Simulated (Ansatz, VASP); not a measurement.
## Al: VASP beside Ansatz

INCAR

```
ALGO = Normal ; EDIFF = 1E-6
ENCUT = 520 ; ISIF = 2
ISMEAR = 0 ; LASPH = True
LCHARG = True ; LELF = True
LREAL = False ; LVHAR = True
LWAVE = False ; NBANDS = 8
NELM = 100 ; PREC = Accurate
SIGMA = 0.15
```

The input KPOINTS:

```
k-points
0
Gamma
  24 24 24
```

The input POSCAR:

```
Al
1.0
   -1.4176860570      1.4176860570      2.0046080847
    1.4176860570     -1.4176860570      2.0046080847
    1.4176860570      1.4176860570     -2.0046080847
Al
1
Direct
    0.0000000000      0.0000000000      0.0000000000
```

Input for Ansatz:

```yaml
crystal:
  lattice:
    - [-1.417686057, 1.417686057, 2.0046080847]
    - [1.417686057, -1.417686057, 2.0046080847]
    - [1.417686057, 1.417686057, -2.0046080847]
  atoms:
    - { symbol: Al, position: [0.0, 0.0, 0.0] }
basis:
  ecutwfc: 420
kpoints:
  mp_grid: { grid: [24, 24, 24] }
hamiltonian:
  xc: lda
scf:
  occupations: { method: gaussian, width: 0.15 }
output:
  forces: true
  stress: true
  eigenvalues: true
```

Alike in both runs: task single point; functional LDA; k mesh 24 × 24 × 24; occupations gaussian, width 0.15 eV; no spin polarisation.

|  | VASP | Ansatz |
| --- | --- | --- |
| version | VASP 6.6.1 | Ansatz 0.2.0 |
| potentials or method | VASP PAW LDA potentials, release 64 (Al), cutoff 520 eV | scalar-relativistic, plane waves, PAW |
| valence electrons in the cell | 3 | 3 |

|  | VASP | Ansatz | Ansatz less VASP |
| --- | --- | --- | --- |
| gap on the k mesh at the Fermi level (eV) | none | none | - |
| pressure (GPa) | -1.6 | -1.6 | -0.06 |

LDA's correlation is that of Perdew and Zunger in VASP and of Perdew and Wang (1992) in Ansatz. A gap of «none» marks a metal or a gap that the smearing closes.
